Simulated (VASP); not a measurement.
# ZrB2 (P6/mmm) in VASP: further runs

Aim: see how the results for ZrB2 move with the level of theory and the settings. Levels: LDA, PBE+D3(BJ), PBE+D4. Tasks: single point.

Program: VASP 6.6.1. These are calculated values, not measurements. Logs are shortened: lines on timing, memory, paths and dates and some standing lists are left out, and cuts for length are marked.

### 1 The cell of the first run

It takes space group P6/mmm (No. 191, hexagonal). Conventional cell: a = 3.212 Å, b = 3.212 Å, c = 3.579 Å, α = 90.00°, β = 90.00°, γ = 120.00°. Within 3.4 Å of Zr (site symmetry 6/mmm) lie 12 B at 2.58 Å and 6 Zr at 3.21 Å. B (site symmetry -6m2) has 3 B at 1.85 Å within 2.5 Å.

### 2 Single point, LDA (volume scaled by 1.04)

INCAR

```
PREC = Accurate ; ENCUT = 520
EDIFF = 1E-7 ; ISMEAR = -1
SIGMA = 0.05 ; LREAL = F
LASPH = T ; NELM = 100
ALGO = Normal ; ISIF = 2
LWAVE = F ; LCHARG = F
NBANDS = 16
```

KPOINTS

```
Automatic mesh
0
Gamma
  10 10 8
```

POSCAR

```
ZrB2
1.0
    3.2117153101      0.0000000000      0.0000000000
   -1.6058576551      2.7814270483      0.0000000000
    0.0000000000      0.0000000000      3.5794921737
Zr B
1 2
Direct
    0.0000000000      0.0000000000      0.0000000000
    0.6666666667      0.3333333333      0.5000000000
    0.3333333333      0.6666666667      0.5000000000
```

Potentials or basis: VASP PAW LDA potentials, release 64 (Zr_sv, B).

Started as:

```bash
$ cat potpaw_LDA.64/Zr_sv/POTCAR potpaw_LDA.64/B/POTCAR > POTCAR
$ mpirun -np 1 vasp_std > vasp.out
```

OUTCAR:

```text
PREC = Accurate
   ENCUT = 520
   EDIFF = 1E-7
   ISMEAR = -1
   LREAL = F
   LASPH = T
   NELM = 100
   ISIF = 2

 ion  position               nearest neighbor table
   1  0.000  0.000  0.000-   2 2.58   3 2.58   2 2.58   3 2.58   2 2.58   2 2.58   3 2.58   3 2.58
                             2 2.58   2 2.58   3 2.58   3 2.58
   2  0.667  0.333  0.500-   3 1.85   3 1.85   3 1.85   1 2.58   1 2.58   1 2.58   1 2.58   1 2.58
                             1 2.58
   3  0.333  0.667  0.500-   2 1.85   2 1.85   2 1.85   1 2.58   1 2.58   1 2.58   1 2.58   1 2.58
                             1 2.58

  LATTYP: Found a hexagonal cell.
 ALAT       =     3.2117153101
 C/A-ratio  =     1.1145110410

  Lattice vectors:

 A1 = (   3.2117153101,   0.0000000000,   0.0000000000)
 A2 = (  -1.6058576551,   2.7814270483,   0.0000000000)
 A3 = (   0.0000000000,   0.0000000000,   3.5794921737)

Analysis of symmetry for initial positions (statically):
=====================================================================
 Subroutine PRICEL returns:
 Original cell was already a primitive cell.

 Routine SETGRP: Setting up the symmetry group for a
 hexagonal supercell.

 Subroutine GETGRP returns: Found 24 space group operations
 (whereof 24 operations were pure point group operations)
 out of a pool of 24 trial point group operations.

The static configuration has the point symmetry D_6h.

Analysis of symmetry for dynamics (positions and initial velocities):
=====================================================================
 Subroutine PRICEL returns:
 Original cell was already a primitive cell.

 Routine SETGRP: Setting up the symmetry group for a
 hexagonal supercell.

 Subroutine GETGRP returns: Found 24 space group operations
 (whereof 24 operations were pure point group operations)
 out of a pool of 24 trial point group operations.

The dynamic configuration has the point symmetry D_6h.

 Subroutine INISYM returns: Found 24 space group operations
 (whereof 24 operations are pure point group operations),
 and found     1 'primitive' translations

----------------------------------------------------------------------------------------

                                     Primitive cell

  volume of cell :      31.9761

  direct lattice vectors                    reciprocal lattice vectors
     3.211715310  0.000000000  0.000000000     0.311360100  0.179763838  0.000000000
    -1.605857655  2.781427048  0.000000000     0.000000000  0.359527675  0.000000000
     0.000000000  0.000000000  3.579492174     0.000000000  0.000000000  0.279369238

  length of vectors
     3.211715310  3.211715310  3.579492174     0.359527675  0.359527675  0.279369238

  position of ions in fractional coordinates (direct lattice)
     0.000000000  0.000000000  0.000000000
     0.666666667  0.333333333  0.500000000
     0.333333333  0.666666667  0.500000000

  ion indices of the primitive-cell ions
   primitive index   ion index
                 1           1
                 2           2
                 3           3

----------------------------------------------------------------------------------------

 KPOINTS: Automatic mesh

Automatic generation of k-mesh.
 Grid dimensions read from file:
 generate k-points for:   10   10    8

 Generating k-lattice:

  Cartesian coordinates                     Fractional coordinates (reciprocal lattice)
     0.031136010  0.017976384  0.000000000     0.100000000  0.000000000  0.000000000
     0.000000000  0.035952768  0.000000000     0.000000000  0.100000000  0.000000000
     0.000000000  0.000000000  0.034921155     0.000000000  0.000000000  0.125000000

  Length of vectors
     0.035952768  0.035952768  0.034921155

  Shift w.r.t. Gamma in fractional coordinates (k-lattice)
     0.000000000  0.000000000  0.000000000

 Subroutine IBZKPT returns following result:
 ===========================================

 Found     70 irreducible k-points:

 Following reciprocal coordinates:
            Coordinates               Weight
  0.000000  0.000000  0.000000      1.000000
  0.100000 -0.000000  0.000000      6.000000
  0.200000 -0.000000  0.000000      6.000000
  0.300000  0.000000  0.000000      6.000000
  0.400000 -0.000000  0.000000      6.000000
  0.500000 -0.000000  0.000000      3.000000
[... 16 lines left out ...]
  0.300000  0.100000  0.125000     24.000000
  0.400000  0.100000  0.125000     24.000000
 [... further k-points ...]
   k-points           NKPTS =     70   k-points in BZ     NKDIM =     70   number of bands    NBANDS=     16
   number of dos      NEDOS =    301   number of ions     NIONS =      3
   total plane-waves  NPLWV =  16128
   dimension x,y,z NGX =    24 NGY =   24 NGZ =   28
   dimension x,y,z NGXF=    48 NGYF=   48 NGZF=   56
   ions per type =               1   2
   NGX,Y,Z   is equivalent  to a cutoff of  12.42, 12.42, 13.00 a.u.
   NGXF,Y,Z  is equivalent  to a cutoff of  24.85, 24.85, 26.01 a.u.
 SYSTEM =  unknown system
   PREC   = accura    normal or accurate (medium, high low for compatibility)
   ISTART =      0    job   : 0-new  1-cont  2-samecut
   ICHARG =      2    charge: 1-file 2-atom 10-const
   ISPIN  =      1    spin polarized calculation?
   LNONCOLLINEAR =      F non collinear calculations
   LSORBIT =      F    spin-orbit coupling
   LASPH  =      T    aspherical Exc in radial PAW
   ENCUT  =  520.0 eV  38.22 Ry    6.18 a.u.   5.97  5.97  6.66*2*pi/ulx,y,z
   NELM   =    100;   NELMIN=  2; NELMDL= -5     # of ELM steps
   EDIFF  = 0.1E-06   stopping-criterion for ELM
   LREAL  =      F    real-space projection
   EDIFFG = 0.1E-05   stopping-criterion for IOM
   NSW    =      0    number of steps for IOM
   IBRION =     -1    ionic relax: 0-MD 1-quasi-New 2-CG
   NFREE  =      0    steps in history (QN), initial steepest desc. (CG)
   ISIF   =      2    stress and relaxation
   ISYM   =      2    0-nonsym 1-usesym 2-fastsym
   POTIM  = 0.5000    time-step for ionic-motion
   TEBEG  =    0.0;   TEEND  =   0.0 temperature during run
   PSTRESS=    0.0 pullay stress
   NELECT =      18.0000    total number of electrons
   NUPDOWN=      -1.0000    fix difference up-down
   EMIN   =  10.00;   EMAX   =-10.00  energy-range for DOS
   EFERMI =   0.00;   METHOD = LEGACY
   ISMEAR =    -1;   SIGMA  =   0.05  broadening in eV -4-tet -1-fermi 0-gaus
   EFERMI_NEDOS =   21; number of points for ismear=-14 and -15
   IALGO  =     38    algorithm
   IMIX   =      4    mixing-type and parameters
     AMIX     =   0.40;   BMIX     =  1.00
     AMIX_MAG =   1.60;   BMIX_MAG =  1.00
  volume/ion in A,a.u.               =      10.66        71.93
  Fermi-wavevector in a.u.,A,eV,Ry     =   1.351731  2.554401 24.860250  1.827177
  Thomas-Fermi vector in A             =   2.479129
   LORBIT       =      0    0 simple, 1 ext, 2 COOP (PROOUT), +10 PAW based schemes
   GGA     = CA    functional components
   LHFCALC =     F    Hartree Fock is set to
   AEXX    =    0.0000 exact exchange contribution
   IVDW    =     0    specifies the selected vdW correction
   LEPSILON=     F    determine dielectric tensor
   LRPA    =     F    only Hartree local field effects (RPA)
 non-spin polarized calculation
  energy-cutoff  :      520.00
  volume of cell :       31.98
 maximum number of plane-waves:       884
 NGX is ok and might be reduce to    24
   NGX = 11   NGY = 11   NGZ = 13

 number of electron      18.0000000 magnetization

 Free energy of the ion-electron system (eV)
  ---------------------------------------------------
  ext. energy  EPLUGINS =         0.00000000
  ---------------------------------------------------
  free energy    TOTEN  =       -27.35696258 eV

  energy without entropy =      -27.35401652  energy(sigma->0) =      -27.35548955

 E-fermi :   9.9326     XC(G=0): -12.4061

 val. band max:        9.8946108157   @ k =   0.2000   0.2000   0.1250
 cond. band min:      10.0804823692   @ k =   0.0000   0.0000   0.2500
 fundamental gap:      0.1858715535
 Fermi energy:         9.9325968324

 k-point     1 :       0.0000    0.0000    0.0000
  band No.  band energies     occupation
      1     -38.4497      2.00000
      2     -16.7658      2.00000
      3     -16.2633      2.00000
      4     -16.2633      2.00000
      5      -2.3527      2.00000
      6       7.4774      2.00000
[... 8 lines left out ...]
     15      15.0293      0.00000
     16      15.0293      0.00000

 k-point     2 :       0.1000   -0.0000    0.0000
  band No.  band energies     occupation
      1     -38.4401      2.00000
      2     -16.7515      2.00000
      3     -16.3482      2.00000
      4     -16.2819      2.00000
      5      -2.1613      2.00000
      6       6.9266      2.00000
[... 8 lines left out ...]
     15      15.6168      0.00000
     16      16.1374      0.00000

 k-point     3 :       0.2000   -0.0000    0.0000
  band No.  band energies     occupation
      1     -38.4151      2.00000
      2     -16.7138      2.00000
      3     -16.5646      2.00000
      4     -16.3303      2.00000
      5      -1.6155      2.00000
      6       5.7028      2.00000
[... 8 lines left out ...]
     15      16.5142      0.00000
     16      17.3656      0.00000

 k-point     4 :       0.3000    0.0000    0.0000
  band No.  band energies     occupation
      1     -38.3839      2.00000
      2     -16.8216      2.00000
      3     -16.6668      2.00000
      4     -16.3892      2.00000
      5      -0.7797      2.00000
      6       4.2945      2.00000
[... 8 lines left out ...]
     15      17.4218      0.00000
     16      19.4881      0.00000
[... 324 lines left out ...]
 k-point    22 :       0.2000    0.1000    0.1250
  band No.  band energies     occupation
      1     -38.3924      2.00000
      2     -16.7302      2.00000
      3     -16.7031      2.00000
      4     -16.3866      2.00000
      5      -0.9583      2.00000
      6       4.9516      2.00000
[... 8 lines left out ...]
     15      16.9393      0.00000
     16      18.2594      0.00000

 k-point    23 :       0.3000    0.1000    0.1250
  band No.  band energies     occupation
      1     -38.3641      2.00000
      2     -16.9196      2.00000
      3     -16.6800      2.00000
      4     -16.4549      2.00000
      5      -0.0670      2.00000
      6       3.5763      2.00000
[... 8 lines left out ...]
     15      17.1930      0.00000
     16      19.9780      0.00000

 k-point    24 :       0.4000    0.1000    0.1250
  band No.  band energies     occupation
      1     -38.3465      2.00000
      2     -17.0468      2.00000
      3     -16.6520      2.00000
      4     -16.4967      2.00000
      5       1.0107      2.00000
      6       2.2441      2.00000
[... 8 lines left out ...]
     15      17.9110      0.00000
     16      19.6720      0.00000

 [... further k-points ...]
[... 5 lines left out ...]
  --------------------------------------------------------------------------------------
  -------------------------------------------------------------------------------------
  Total       -3.4239218     -3.4239218     -3.0851074      0.0000000      0.0000000      0.0000000
  in kB     -171.5569360   -171.5569360   -154.5805108      0.0000000      0.0000000      0.0000000
  external PRESSURE =    -165.8981276 kB  Pullay stress =       0.0000000 kB

 VOLUME and BASIS-vectors are now :
 -----------------------------------------------------------------------------
  energy-cutoff  :      520.00
  volume of cell :       31.98
      direct lattice vectors                 reciprocal lattice vectors
     3.211715310  0.000000000  0.000000000     0.311360100  0.179763838  0.000000000
    -1.605857655  2.781427048  0.000000000     0.000000000  0.359527675  0.000000000
     0.000000000  0.000000000  3.579492174     0.000000000  0.000000000  0.279369238

 POSITION                                       TOTAL-FORCE (eV/Angst)
 -----------------------------------------------------------------------------------
      0.00000      0.00000      0.00000        -0.000000      0.000000     -0.000000
      1.60586      0.92714      1.78975         0.000000      0.000000      0.000000
     -0.00000      1.85428      1.78975        -0.000000      0.000000     -0.000000
 -----------------------------------------------------------------------------------
    total drift:                               -0.000000      0.000000      0.000000

  FREE ENERGIE OF THE ION-ELECTRON SYSTEM (eV)
  ---------------------------------------------------
  free  energy   TOTEN  =       -27.3569625825 eV

  energy  without entropy=      -27.3540165223  energy(sigma->0) =      -27.35548955
```

Run time: 37 s. Hardware: 1 thread of Intel Xeon 8259CL, shared host; peak memory 0.15 GiB.

What came out:

```yaml
Free_energy: -27.3570 eV
Pressure: -16.6 GPa
Band_gap_on_the_k_mesh: zero (band 9 reaches 10.56 eV, above the bottom of band 10 at 9.80 eV)
```

Stress tensor (GPa, compression positive):
```
-17.16   0.00   0.00
  0.00 -17.16   0.00
  0.00   0.00 -15.46
```

Caveat: the cell differs from its parent crystal (volume scaled by 1.04).

### 3 Single point, LDA (volume scaled by 1.06)

INCAR

```
  PREC = Accurate
  ENCUT = 520
  EDIFF = 1E-6
  ISMEAR = -1
  SIGMA = 0.05
  LREAL = F
  LASPH = T
  NELM = 60
  ALGO = Normal
  ISIF = 2
  LWAVE = F
  LCHARG = F
  NBANDS = 16
```

KPOINTS

```
regular mesh
0
Gamma
  10 10 8
```

POSCAR

```
ZrB2
1.0
    3.2321726471      0.0000000000      0.0000000000
   -1.6160863235      2.7991436218      0.0000000000
    0.0000000000      0.0000000000      3.6022921016
Zr B
1 2
Direct
    0.0000000000      0.0000000000      0.0000000000
    0.6666666667      0.3333333333      0.5000000000
    0.3333333333      0.6666666667      0.5000000000
```

Potentials or basis: VASP PAW LDA potentials, release 64 (Zr_sv, B).

Started as:

```bash
$ cat potpaw_LDA.64/Zr_sv/POTCAR potpaw_LDA.64/B/POTCAR > POTCAR
$ mpirun -np 1 vasp_std > vasp.out
```

Run time: 36 s. Hardware: 1 thread of Intel Xeon 8259CL, shared host; peak memory 0.16 GiB.

It converged, with:

```yaml
Free_energy: -27.2868 eV
Pressure: -20.1 GPa
Band_gap_on_the_k_mesh: zero (band 9 reaches 10.34 eV, above the bottom of band 10 at 9.60 eV)
```

Stress tensor (GPa, compression positive):
```
-20.82   0.00   0.00
  0.00 -20.82   0.00
  0.00   0.00 -18.75
```

Levels at points of the mesh, in eV from the Fermi level:
```
           k point  band 6  band 7  band 8  band 9  band 10  band 11  band 12  band 13
(0.00, 0.00, 0.00)   -2.42   -2.42   -2.38   -2.22     3.20     3.20     3.94     3.94
(0.50, 0.00, 0.00)   -8.20   -3.60   -2.87   -2.44     2.21     2.23     4.62     4.69
(0.00, 0.00, 0.50)   -6.66   -0.84   -0.84    0.38     0.38     0.79     0.79     1.74
(0.50, 0.00, 0.50)   -6.71   -4.30   -3.84   -1.96     3.49     3.97     4.96     5.82
```

Caveat: the cell differs from its parent crystal (volume scaled by 1.06).

### 4 Single point, PBE+D3(BJ)

This run uses another cell than the first one, of 10.02 Å³/atom, 0.940 times its volume.

INCAR

```
SYSTEM = ZrB2
ALGO = Normal
EDIFF = 1E-7
ENCUT = 520
GGA = PE
ISIF = 2
ISMEAR = -1
IVDW = 12
LASPH = .True.
LCHARG = .False.
LREAL = .False.
LWAVE = .False.
NBANDS = 16
NELM = 100
PREC = Accurate
SIGMA = 0.05
```

KPOINTS

```
k-points
0
Gamma
  10 10 8
  0 0 0
```

POSCAR

```
ZrB2
1.0
    3.1436015939      0.0000000000      0.0000000000
   -1.5718007969      2.7224388397      0.0000000000
    0.0000000000      0.0000000000      3.5130155164
Zr B
1 2
Direct
    0.0000000000      0.0000000000      0.0000000000
    0.6666666667      0.3333333333      0.5000000000
    0.3333333333      0.6666666667      0.5000000000
```

Potentials or basis: VASP PAW PBE potentials, release 64 (Zr_sv, B).

Started as:

```bash
$ cat potpaw_PBE.64/Zr_sv/POTCAR potpaw_PBE.64/B/POTCAR > POTCAR
$ mpirun -np 1 vasp_std > vasp.out
```

It took 16 s on 1 thread of Intel Xeon Platinum 8488C (Sapphire Rapids), shared host; peak memory 0.17 GiB.

The run converged. Its results:

```yaml
Free_energy: -26.1567 eV
Pressure: 0.1 GPa
Band_gap_on_the_k_mesh: zero (band 9 reaches 11.39 eV, above the bottom of band 10 at 10.53 eV)
Dispersion_energy_per_atom: -0.399 eV
```

Levels at points of the mesh, in eV from the Fermi level:
| k point | band 7 | band 8 | band 9 | band 10 | band 11 | band 12 |
| --- | --- | --- | --- | --- | --- | --- |
| (0.00, 0.00, 0.00) | -2.56 | -2.55 | -2.27 | 3.60 | 3.60 | 4.36 |
| (0.50, 0.00, 0.00) | -3.90 | -2.99 | -2.65 | 2.36 | 2.46 | 5.18 |
| (0.00, 0.00, 0.50) | -0.87 | -0.87 | 0.45 | 0.45 | 0.89 | 0.89 |
| (0.50, 0.00, 0.50) | -4.58 | -4.11 | -1.86 | 3.92 | 4.30 | 5.56 |

Caveat: pairwise dispersion overbinds metals, which lowers pressure and volume.

### 5 Single point, PBE+D4

This run uses another cell than the first one, of 10.04 Å³/atom, 0.942 times its volume.

INCAR

```
SYSTEM = ZrB2
PREC = Accurate ; ENCUT = 520
EDIFF = 1E-6 ; ISMEAR = -1
SIGMA = 0.05 ; LREAL = .FALSE.
LASPH = .TRUE. ; NELM = 60
ALGO = Normal ; ISIF = 2
LWAVE = .FALSE. ; LCHARG = .FALSE.
GGA = PE ; IVDW = 13
NBANDS = 16
```

KPOINTS

```
Automatic mesh
0
G
  10 10 8
  0 0 0
```

POSCAR

```
ZrB2
1.0
    3.1519381218      0.0000000000      0.0000000000
   -1.5759690609      2.7296584846      0.0000000000
    0.0000000000      0.0000000000      3.5002225636
Zr B
1 2
Direct
    0.0000000000      0.0000000000      0.0000000000
    0.6666666667      0.3333333333      0.5000000000
    0.3333333333      0.6666666667      0.5000000000
```

Started as:

```bash
$ cat potpaw_PBE.64/Zr_sv/POTCAR potpaw_PBE.64/B/POTCAR > POTCAR
$ mpirun -np 1 vasp_std > vasp.out
```

Wall time 15 s (1 thread of Intel Xeon Platinum 8488C (Sapphire Rapids), shared host); peak memory 0.16 GiB.

It converged, with:

- Free energy: -25.9264 eV
- Pressure: 0.1 GPa
- Band gap on the k mesh: zero (band 9 reaches 11.32 eV, above the bottom of band 10 at 10.52 eV)
- Dispersion energy per atom: -0.322 eV

Levels at points of the mesh, in eV from the Fermi level:
```csv
k point,band 6,band 7,band 8,band 9,band 10,band 11,band 12,band 13
"(0.00, 0.00, 0.00)",-2.60,-2.60,-2.53,-2.22,3.59,3.59,4.40,4.40
"(0.50, 0.00, 0.00)",-8.43,-3.85,-2.99,-2.65,2.37,2.46,5.12,5.23
"(0.00, 0.00, 0.50)",-6.92,-0.89,-0.89,0.40,0.40,0.88,0.88,2.04
"(0.50, 0.00, 0.50)",-6.91,-4.61,-4.11,-1.87,3.99,4.27,5.52,6.57
```

Caveat: pairwise dispersion overbinds metals, which lowers pressure and volume.

### 6 Summary

```tsv
level	potentials or basis	cell	gap on the mesh (eV)	pressure (GPa)
LDA	VASP PAW LDA potentials, release 64 (Zr_sv, B)	a = 3.212, b = 3.212, c = 3.579 Å, angles 90.0, 90.0, 120.0°, 3 atoms	none	-16.6
LDA	VASP PAW LDA potentials, release 64 (Zr_sv, B)	a = 3.232, b = 3.232, c = 3.602 Å, angles 90.0, 90.0, 120.0°, 3 atoms	none	-20.1
PBE+D3(BJ)	VASP PAW PBE potentials, release 64 (Zr_sv, B)	a = 3.144, b = 3.144, c = 3.513 Å, angles 90.0, 90.0, 120.0°, 3 atoms	none	0.1
PBE+D4	VASP PAW PBE potentials, release 64 (Zr_sv, B)	a = 3.152, b = 3.152, c = 3.500 Å, angles 90.0, 90.0, 120.0°, 3 atoms	none	0.1
```

Alike in all rows: task single point; no spin polarisation; k mesh 10 × 10 × 8; cutoff (eV) 520; smearing fermi-dirac 0.05 eV.

Caveats: pairwise dispersion overbinds metals, which lowers pressure and volume (some runs).

Total energies depend on the potentials used, so only differences within one code and one set of settings carry meaning.
